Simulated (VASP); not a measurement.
Write the native input for VASP 6.6.1 that does the following.

| Quantity | Value |
| --- | --- |
| Task | single point |
| Functional | PBE |
| Potentials or basis | VASP PAW PBE potentials, release 64 (Al, Ga_d, P) |
| Cutoff | 520 eV |
| k mesh | 8 × 8 × 8 |
| Occupations | gaussian, width 0.02 eV |
| Spin | no spin polarisation |
| Dipole correction | no |
| Further INCAR settings | ALGO = Normal; EDIFF = 1e-07; NBANDS = 41 |

The structure of AlGa3P4 lies in POSCAR:

```
AlGa3P4
1.0
   -2.7808956385      2.7808956385      5.5616084849
    2.7808956385     -2.7808956385      5.5616084849
    2.7808956385      2.7808956385     -5.5616084849
Al Ga P
1 3 4
Direct
    0.5000000000      0.5000000000      0.0000000000
    0.0000000000      0.0000000000      0.0000000000
    0.2500000000      0.7500000000      0.5000000000
    0.7500000000      0.2500000000      0.5000000000
    0.1256490000      0.1256490000      0.5007810000
    0.3751320000      0.8743510000      0.0000000000
    0.6248680000      0.6248680000      0.4992190000
    0.8743510000      0.3751320000      0.0000000000
```

This cell differs from its parent crystal: volume scaled by 1.03, then relaxed in part.

The input as run:

INCAR

```
ALGO = Normal
EDIFF = 1E-7
ENCUT = 520
GGA = PE
ISIF = 2
ISMEAR = 0
LASPH = T
LCHARG = T
LELF = T
LREAL = F
LVHAR = T
LWAVE = F
NBANDS = 41
NELM = 80
PREC = Accurate
SIGMA = 0.02
```

KPOINTS

```
k-points
0
Gamma
  8 8 8
```

Potentials or basis: VASP PAW PBE potentials, release 64 (Al, Ga_d, P).

Launch:

```bash
$ cat potpaw_PBE.64/Al/POTCAR potpaw_PBE.64/Ga_d/POTCAR potpaw_PBE.64/P/POTCAR > POTCAR
$ mpirun -np 1 vasp_std > vasp.out
```

Results of the run:

The pressure is -2.2 GPa. The largest force is 0.017 eV/Å and the band gap on the k mesh is 1.54 eV, indirect (least direct gap 1.63 eV).

Wall time 22 min on 1 thread of Intel Xeon 8259CL (shared host), peak memory 0.62 GiB.
